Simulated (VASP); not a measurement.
# Pd (P6_3/mmc) in VASP: settings compared

Pd is run at these levels: LDA, r2SCAN; tasks: single point.

Program: VASP 6.6.1. These are calculated values, not measurements. Logs are shortened: lines on timing, memory, paths and dates and some standing lists are left out, and cuts for length are marked.

### Step 1. The cell of the first run

Symmetry: P6_3/mmc, No. 194, hexagonal system. The conventional cell has a = 2.838 Å, b = 2.838 Å, c = 4.720 Å, α = 90.00°, β = 90.00°, γ = 120.00°. Within 3.7 Å of Pd (site symmetry -6m2) lie 12 Pd at 2.84 to 2.87 Å.

### Step 2. Single point, LDA (volume scaled by 1.06)

INCAR reads:

```
PREC     = Accurate       # precision mode
ENCUT    = 520            # plane-wave cutoff, eV
EDIFF    = 1E-6           # SCF threshold, eV
ISMEAR   = -1             # smearing method
SIGMA    = 0.05           # smearing width, eV
LREAL    = False          # projectors in reciprocal space
LASPH    = True           # aspherical terms in the spheres
NELM     = 80             # most SCF steps
ALGO     = Fast           # electronic algorithm
ISIF     = 2              # what is computed and relaxed
LWAVE    = False          # write WAVECAR
LCHARG   = False          # write CHGCAR
GGA      = CA             # functional
NBANDS   = 17             # bands
```

KPOINTS reads:

```
regular mesh
0
Gamma
  11 11 6
```

POSCAR reads:

```
Pd
1.0
    2.8382605740      0.0000000000      0.0000000000
   -1.4191302870      2.4580057597      0.0000000000
    0.0000000000      0.0000000000      4.7196786564
Pd
2
Direct
    0.3333333333      0.6666666667      0.2500000000
    0.6666666667      0.3333333333      0.7500000000
```

Potentials or basis: VASP PAW LDA potentials, release 64 (Pd).

Started as:

```console
> cat potpaw_LDA.64/Pd/POTCAR > POTCAR
> mpirun -np 1 vasp_std > vasp.out
```

OUTCAR:

```text
PREC = Accurate
   ENCUT = 520
   EDIFF = 1E-6
   ISMEAR = -1
   LREAL = False
   LASPH = True
   NELM = 80
   ISIF = 2
   GGA = CA

 ion  position               nearest neighbor table
   1  0.333  0.667  0.250-   2 2.87   2 2.87   2 2.87   2 2.87   2 2.87   2 2.87
   2  0.667  0.333  0.750-   1 2.87   1 2.87   1 2.87   1 2.87   1 2.87   1 2.87

  LATTYP: Found a hexagonal cell.
 ALAT       =     2.8382605740
 C/A-ratio  =     1.6628771508

  Lattice vectors:

 A1 = (   2.8382605740,   0.0000000000,   0.0000000000)
 A2 = (  -1.4191302870,   2.4580057597,   0.0000000000)
 A3 = (   0.0000000000,   0.0000000000,   4.7196786564)

Analysis of symmetry for initial positions (statically):
=====================================================================
 Subroutine PRICEL returns:
 Original cell was already a primitive cell.

 Routine SETGRP: Setting up the symmetry group for a
 hexagonal supercell.

 Subroutine GETGRP returns: Found 24 space group operations
 (whereof 12 operations were pure point group operations)
 out of a pool of 24 trial point group operations.

The static configuration has the point symmetry D_3d.
 The point group associated with its full space group is D_6h.

Analysis of symmetry for dynamics (positions and initial velocities):
=====================================================================
 Subroutine PRICEL returns:
 Original cell was already a primitive cell.

 Routine SETGRP: Setting up the symmetry group for a
 hexagonal supercell.

 Subroutine GETGRP returns: Found 24 space group operations
 (whereof 12 operations were pure point group operations)
 out of a pool of 24 trial point group operations.

The dynamic configuration has the point symmetry D_3d.
 The point group associated with its full space group is D_6h.

 Subroutine INISYM returns: Found 24 space group operations
 (whereof 12 operations are pure point group operations),
 and found     1 'primitive' translations

----------------------------------------------------------------------------------------

                                     Primitive cell

  volume of cell :      32.9267

  direct lattice vectors                    reciprocal lattice vectors
     2.838260574  0.000000000  0.000000000     0.352328468  0.203416936  0.000000000
    -1.419130287  2.458005760  0.000000000     0.000000000  0.406833872  0.000000000
     0.000000000  0.000000000  4.719678656     0.000000000  0.000000000  0.211878832

  length of vectors
     2.838260574  2.838260574  4.719678656     0.406833872  0.406833872  0.211878832

  position of ions in fractional coordinates (direct lattice)
     0.333333333  0.666666667  0.250000000
     0.666666667  0.333333333  0.750000000

  ion indices of the primitive-cell ions
   primitive index   ion index
                 1           1
                 2           2

----------------------------------------------------------------------------------------

 KPOINTS: regular mesh

Automatic generation of k-mesh.
 Grid dimensions read from file:
 generate k-points for:   11   11    6

 Generating k-lattice:

  Cartesian coordinates                     Fractional coordinates (reciprocal lattice)
     0.032029861  0.018492449  0.000000000     0.090909091  0.000000000  0.000000000
     0.000000000  0.036984897  0.000000000     0.000000000  0.090909091  0.000000000
     0.000000000  0.000000000  0.035313139     0.000000000  0.000000000  0.166666667

  Length of vectors
     0.036984897  0.036984897  0.035313139

  Shift w.r.t. Gamma in fractional coordinates (k-lattice)
     0.000000000  0.000000000  0.000000000

 Subroutine IBZKPT returns following result:
 ===========================================

 Found     64 irreducible k-points:

 Following reciprocal coordinates:
            Coordinates               Weight
  0.000000  0.000000  0.000000      1.000000
  0.090909 -0.000000  0.000000      6.000000
  0.181818 -0.000000  0.000000      6.000000
  0.272727 -0.000000  0.000000      6.000000
  0.363636 -0.000000  0.000000      6.000000
  0.454545  0.000000  0.000000      6.000000
[... 16 lines left out ...]
  0.090909  0.090909  0.166667     12.000000
  0.181818  0.090909  0.166667     24.000000
 [... further k-points ...]
   k-points           NKPTS =     64   k-points in BZ     NKDIM =     64   number of bands    NBANDS=     17
   number of dos      NEDOS =    301   number of ions     NIONS =      2
   total plane-waves  NPLWV =  20736
   dimension x,y,z NGX =    24 NGY =   24 NGZ =   36
   dimension x,y,z NGXF=    48 NGYF=   48 NGZF=   72
   ions per type =               2
   NGX,Y,Z   is equivalent  to a cutoff of  14.06, 14.06, 12.68 a.u.
   NGXF,Y,Z  is equivalent  to a cutoff of  28.12, 28.12, 25.36 a.u.
 SYSTEM =  unknown system
   PREC   = accura    normal or accurate (medium, high low for compatibility)
   ISTART =      0    job   : 0-new  1-cont  2-samecut
   ICHARG =      2    charge: 1-file 2-atom 10-const
   ISPIN  =      1    spin polarized calculation?
   LNONCOLLINEAR =      F non collinear calculations
   LSORBIT =      F    spin-orbit coupling
   LASPH  =      T    aspherical Exc in radial PAW
   ENCUT  =  520.0 eV  38.22 Ry    6.18 a.u.   5.28  5.28  8.78*2*pi/ulx,y,z
   NELM   =     80;   NELMIN=  2; NELMDL= -5     # of ELM steps
   EDIFF  = 0.1E-05   stopping-criterion for ELM
   LREAL  =      F    real-space projection
   EDIFFG = 0.1E-04   stopping-criterion for IOM
   NSW    =      0    number of steps for IOM
   IBRION =     -1    ionic relax: 0-MD 1-quasi-New 2-CG
   NFREE  =      0    steps in history (QN), initial steepest desc. (CG)
   ISIF   =      2    stress and relaxation
   ISYM   =      2    0-nonsym 1-usesym 2-fastsym
   POTIM  = 0.5000    time-step for ionic-motion
   TEBEG  =    0.0;   TEEND  =   0.0 temperature during run
   PSTRESS=    0.0 pullay stress
   NELECT =      20.0000    total number of electrons
   NUPDOWN=      -1.0000    fix difference up-down
   EMIN   =  10.00;   EMAX   =-10.00  energy-range for DOS
   EFERMI =   0.00;   METHOD = LEGACY
   ISMEAR =    -1;   SIGMA  =   0.05  broadening in eV -4-tet -1-fermi 0-gaus
   EFERMI_NEDOS =   21; number of points for ismear=-14 and -15
   IALGO  =     68    algorithm
   IMIX   =      4    mixing-type and parameters
     AMIX     =   0.40;   BMIX     =  1.00
     AMIX_MAG =   1.60;   BMIX_MAG =  1.00
  volume/ion in A,a.u.               =      16.46       111.10
  Fermi-wavevector in a.u.,A,eV,Ry     =   1.386444  2.619999 26.153482  1.922227
  Thomas-Fermi vector in A             =   2.510759
   LORBIT       =      0    0 simple, 1 ext, 2 COOP (PROOUT), +10 PAW based schemes
   GGA     = CA    functional components
   LHFCALC =     F    Hartree Fock is set to
   AEXX    =    0.0000 exact exchange contribution
   IVDW    =     0    specifies the selected vdW correction
   LEPSILON=     F    determine dielectric tensor
   LRPA    =     F    only Hartree local field effects (RPA)
 non-spin polarized calculation
 RMM-DIIS sequential band-by-band and
  energy-cutoff  :      520.00
  volume of cell :       32.93
 maximum number of plane-waves:       901
 NGX is ok and might be reduce to    24
   NGX = 11   NGY = 11   NGZ = 17

 number of electron      19.9999997 magnetization

 Free energy of the ion-electron system (eV)
  ---------------------------------------------------
  ext. energy  EPLUGINS =         0.00000000
  ---------------------------------------------------
  free energy    TOTEN  =       -12.56512094 eV

  energy without entropy =      -12.51338888  energy(sigma->0) =      -12.53925491

 E-fermi :   7.8313     XC(G=0): -12.8552

 val. band max:        7.8188993437   @ k =   0.4545   0.0909   0.0000
 cond. band min:       7.8341623251   @ k =   0.4545   0.0000   0.3333
 fundamental gap:      0.0152629814
 Fermi energy:         7.8312746319

 k-point     1 :       0.0000    0.0000    0.0000
  band No.  band energies     occupation
      1       1.4029      2.00000
      2       3.2549      2.00000
      3       5.3286      2.00000
      4       5.5034      2.00000
      5       5.5034      2.00000
      6       5.8006      2.00000
[... 9 lines left out ...]
     16      27.0018      0.00000
     17      28.6637      0.00000

 k-point     2 :       0.0909   -0.0000    0.0000
  band No.  band energies     occupation
      1       1.6477      2.00000
      2       3.4241      2.00000
      3       5.1943      2.00000
      4       5.6110      2.00000
      5       5.6584      2.00000
      6       5.7389      2.00000
[... 9 lines left out ...]
     16      26.5243      0.00000
     17      27.1988      0.00000

 k-point     3 :       0.1818   -0.0000    0.0000
  band No.  band energies     occupation
      1       2.3227      2.00000
      2       3.7955      2.00000
      3       4.9844      2.00000
      4       5.5039      2.00000
      5       5.5133      2.00000
      6       6.0153      2.00000
[... 9 lines left out ...]
     16      26.1314      0.00000
     17      26.7821      0.00000

 k-point     4 :       0.2727   -0.0000    0.0000
  band No.  band energies     occupation
      1       3.1594      2.00000
      2       3.8842      2.00000
      3       4.7278      2.00000
      4       5.1361      2.00000
      5       5.4819      2.00000
      6       5.8387      2.00000
[... 9 lines left out ...]
     16      24.5951      0.00000
     17      25.7225      0.00000

 k-point     5 :       0.3636   -0.0000    0.0000
  band No.  band energies     occupation
      1       3.5396      2.00000
      2       3.7337      2.00000
      3       4.1751      2.00000
      4       5.6349      2.00000
      5       5.6615      2.00000
      6       5.8123      2.00000
[... 9 lines left out ...]
     16      22.6327      0.00000
     17      22.7721      0.00000

 k-point     6 :       0.4545    0.0000    0.0000
  band No.  band energies     occupation
      1       3.4320      2.00000
      2       3.7290      2.00000
      3       3.8924      2.00000
      4       5.5221      2.00000
      5       5.7277      2.00000
      6       5.9570      2.00000
[... 9 lines left out ...]
     16      20.6300      0.00000
     17      21.0516      0.00000

 k-point     7 :       0.0909    0.0909    0.0000
  band No.  band energies     occupation
      1       2.1124      2.00000
      2       3.7139      2.00000
      3       4.9902      2.00000
      4       5.6070      2.00000
      5       5.7841      2.00000
      6       5.7891      2.00000
[... 9 lines left out ...]
     16      26.9643      0.00000
     17      27.4282      0.00000

 k-point     8 :       0.1818    0.0909    0.0000
  band No.  band energies     occupation
      1       2.9151      2.00000
      2       4.0358      2.00000
      3       4.8132      2.00000
      4       5.0343      2.00000
      5       5.4874      2.00000
      6       5.7564      2.00000
[... 9 lines left out ...]
     16      25.5507      0.00000
     17      27.0608      0.00000
[... 203 lines left out ...]
      1       2.5098      2.00000
      2       3.8591      2.00000
      3       5.0185      2.00000
      4       5.2737      2.00000
      5       5.4112      2.00000
      6       5.9139      2.00000
[... 9 lines left out ...]
     16      25.5609      0.00000
     17      26.0416      0.00000

 k-point    20 :       0.2727   -0.0000    0.1667
  band No.  band energies     occupation
      1       3.2364      2.00000
      2       3.9607      2.00000
      3       4.7112      2.00000
      4       5.0570      2.00000
      5       5.3935      2.00000
      6       5.9026      2.00000
[... 9 lines left out ...]
     16      23.5603      0.00000
     17      25.7809      0.00000

 k-point    21 :       0.3636   -0.0000    0.1667
  band No.  band energies     occupation
      1       3.4640      2.00000
      2       3.7232      2.00000
      3       4.4260      2.00000
      4       4.9926      2.00000
      5       5.7439      2.00000
      6       5.8428      2.00000
[... 9 lines left out ...]
     16      21.9273      0.00000
     17      24.1434      0.00000

 k-point    22 :       0.4545    0.0000    0.1667
  band No.  band energies     occupation
      1       3.4141      2.00000
      2       3.5100      2.00000
      3       4.2852      2.00000
      4       5.0011      2.00000
      5       5.6454      2.00000
      6       6.0626      2.00000
[... 9 lines left out ...]
     16      21.0475      0.00000
     17      22.0993      0.00000

 k-point    23 :       0.0909    0.0909    0.1667
  band No.  band energies     occupation
      1       2.3122      2.00000
      2       3.7708      2.00000
      3       5.0257      2.00000
      4       5.3711      2.00000
      5       5.4987      2.00000
      6       5.8293      2.00000
[... 9 lines left out ...]
     16      26.1607      0.00000
     17      26.4554      0.00000

 k-point    24 :       0.1818    0.0909    0.1667
  band No.  band energies     occupation
      1       3.0564      2.00000
      2       4.1165      2.00000
      3       4.7991      2.00000
      4       4.9601      2.00000
      5       5.3707      2.00000
      6       5.7752      2.00000
[... 9 lines left out ...]
     16      24.7584      0.00000
     17      26.0495      0.00000

 [... further k-points ...]
[... 5 lines left out ...]
  --------------------------------------------------------------------------------------
  -------------------------------------------------------------------------------------
  Total       -4.5231916     -4.5231916     -4.4150010     -0.0000000      0.0000000      0.0000000
  in kB     -220.0938841   -220.0938841   -214.8294427     -0.0000000      0.0000000      0.0000000
  external PRESSURE =    -218.3390703 kB  Pullay stress =       0.0000000 kB

 VOLUME and BASIS-vectors are now :
 -----------------------------------------------------------------------------
  energy-cutoff  :      520.00
  volume of cell :       32.93
      direct lattice vectors                 reciprocal lattice vectors
     2.838260574  0.000000000  0.000000000     0.352328468  0.203416936  0.000000000
    -1.419130287  2.458005760  0.000000000     0.000000000  0.406833872  0.000000000
     0.000000000  0.000000000  4.719678656     0.000000000  0.000000000  0.211878832

 POSITION                                       TOTAL-FORCE (eV/Angst)
 -----------------------------------------------------------------------------------
     -0.00000      1.63867      1.17992        -0.000000      0.000000      0.000000
      1.41913      0.81934      3.53976         0.000000     -0.000000      0.000000
 -----------------------------------------------------------------------------------
    total drift:                               -0.000000      0.000000     -0.000000

  FREE ENERGIE OF THE ION-ELECTRON SYSTEM (eV)
  ---------------------------------------------------
  free  energy   TOTEN  =       -12.5651209370 eV

  energy  without entropy=      -12.5133888789  energy(sigma->0) =      -12.53925491
```

Wall time 16 s (1 thread of Intel Xeon Platinum 8488C (Sapphire Rapids), shared host); peak memory 0.15 GiB.

What came out:

```
Free energy            : -12.5651 eV
Pressure               : -21.8 GPa
Band gap on the k mesh : zero (band 10 reaches 7.95 eV, above the bottom of band 11 at 7.23 eV)
```

Caveat: the cell differs from its parent crystal (volume scaled by 1.06).

### Step 3. Single point, r2SCAN

This run uses another cell than the first one, of 15.53 Å³/atom, 0.943 times its volume.

POSCAR reads:

```
Pd
1.0
    2.7836650458      0.0000000000      0.0000000000
   -1.3918325229      2.4107246453      0.0000000000
    0.0000000000      0.0000000000      4.6288930000
Pd
2
Direct
    0.3333333333      0.6666666667      0.2500000000
    0.6666666667      0.3333333333      0.7500000000
```

INCAR.step1 reads:

```
PREC = Accurate
ENCUT = 520
ISMEAR = -1
SIGMA = 0.05
LREAL = False
LASPH = True
NELM = 80
NBANDS = 17
GGA = PE
ALGO = Normal
EDIFF = 1E-4
LWAVE = True
LCHARG = False
```

INCAR.step2 reads:

```
PREC = Accurate
ENCUT = 520
EDIFF = 1E-7
ISMEAR = -1
SIGMA = 0.05
LREAL = False
LASPH = True
NELM = 80
ALGO = Normal
ISIF = 2
LWAVE = False
LCHARG = False
METAGGA = R2SCAN
LMIXTAU = True
NBANDS = 17
ISTART = 1
```

KPOINTS reads:

```
Automatic mesh
0
Gamma
  11 11 6
```

Potentials or basis: VASP PAW PBE potentials, release 64 (Pd).

Started as:

```console
> cat potpaw_PBE.64/Pd/POTCAR > POTCAR
> cp INCAR.step1 INCAR
> mpirun -np 1 vasp_std > vasp.out
> cp INCAR.step2 INCAR
> mpirun -np 1 vasp_std > vasp.out
```

It took 76 s on 1 thread of Intel Xeon Platinum 8488C (Sapphire Rapids), shared host; peak memory 0.17 GiB.

It converged, with:

```yaml
Free_energy: -45.8114 eV
Pressure: -5.2 GPa
Band_gap_on_the_k_mesh: zero (band 10 reaches 8.92 eV, above the bottom of band 11 at 8.08 eV)
```

Stress tensor (GPa, compression positive):
```
-5.44  0.00  0.00
 0.00 -5.44  0.00
 0.00  0.00 -4.58
```

Levels at points of the mesh, in eV from the Fermi level:
```tsv
k point	band 7	band 8	band 9	band 10	band 11	band 12	band 13	band 14
(0.00, 0.00, 0.00)	-2.28	-1.64	-1.64	-0.27	-0.27	1.24	6.99	17.92
(0.00, 0.00, 0.50)	-2.66	-2.66	-0.71	-0.71	-0.71	-0.71	14.36	14.36
```

Caveat: the PAW data sets were made with another functional, which shifts forces and pressure a little.
